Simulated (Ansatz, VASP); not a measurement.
## Two plane-wave programs on ZnSe

```
CELL_PARAMETERS angstrom
0.00000 2.83244 2.83244
2.83244 0.00000 2.83244
2.83244 2.83244 0.00000
ATOMIC_POSITIONS crystal
Zn 0.00000 0.00000 0.00000
Se 0.75000 0.75000 0.75000
```

Alike in both runs: task single point; functional PBE; k mesh 4 × 4 × 4; no spin polarisation.

|  | VASP | Ansatz |
| --- | --- | --- |
| version | VASP 6.6.1 | Ansatz 0.2.0 |
| potentials or method | VASP PAW PBE potentials, release 64 (Zn, Se), cutoff 500 eV | scalar-relativistic, plane waves, PAW |
| occupations | fermi-dirac, width 0.0861733 eV | fermi-dirac |
| valence electrons in the cell | 18 | 28 |

```tsv
	VASP	Ansatz	Ansatz less VASP
gap on the k mesh at the Fermi level (eV)	1.28	1.28	-0.002
least direct gap on the mesh (eV)	1.28	1.28	-0.002
pressure (GPa)	2.8	2.5	-0.24
```

VASP's potentials hold 18 valence electrons a cell and Ansatz's 28, so a difference there can come from the potentials and not from the codes.

The k mesh is coarse, so the values compare programs but aren't converged.
